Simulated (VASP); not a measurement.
## Zr: single point with PBEsol

Zr:

```
Zr
1.0
    -1.77380    1.77380    1.81000
     1.77380   -1.77380    1.81000
     1.77380    1.77380   -1.81000
Zr
1
Cartesian
  0.0000 0.0000 0.0000
```

This cell differs from its parent crystal: equal xx and yy strain of -2 %.

```
Program                : VASP 6.6.1
Task                   : single point
Functional             : PBEsol
Potentials or basis    : VASP PAW PBE potentials, release 64 (Zr_sv)
Cutoff                 : 520 eV
k mesh                 : 14 × 14 × 14
Occupations            : fermi-dirac, width 0.08 eV
Spin                   : no spin polarisation
Dipole correction      : no
Further INCAR settings : ALGO = Normal; EDIFF = 1e-06; NBANDS = 12
```

```json
{
 "Pressure": "-3.6 GPa",
 "Band gap on the k mesh": "zero (bands 6 and 7 overlap by 1.67 eV)"
}
```

Stress tensor (GPa, compression positive):
```
-3.64  0.00  0.00
 0.00 -3.64  0.00
 0.00  0.00 -3.44
```

Levels at points of the mesh, in eV from the Fermi level:
| k point | band 3 | band 4 | band 5 | band 6 | band 7 | band 8 | band 9 | band 10 |
| --- | --- | --- | --- | --- | --- | --- | --- | --- |
| (0.00, 0.00, 0.00) | -25.85 | -25.85 | -5.42 | 1.07 | 1.07 | 1.26 | 3.54 | 3.81 |
| (0.50, 0.00, 0.00) | -26.17 | -25.85 | -2.85 | -0.64 | 1.65 | 3.56 | 4.35 | 6.49 |
| (0.50, 0.50, 0.00) | -26.19 | -25.87 | -2.85 | -0.85 | 1.78 | 3.85 | 4.45 | 6.53 |
| (0.50, 0.50, 0.50) | -26.55 | -26.55 | -2.65 | -2.60 | 5.76 | 5.83 | 5.83 | 7.26 |

Wall time 58 s on 1 thread of Intel Xeon 8259CL (shared host), peak memory 0.18 GiB.

Caveat: the cell differs from its parent crystal (equal xx and yy strain of -2 %); the cell stands under tension; the PAW data sets were made with another functional, which shifts forces and pressure a little.
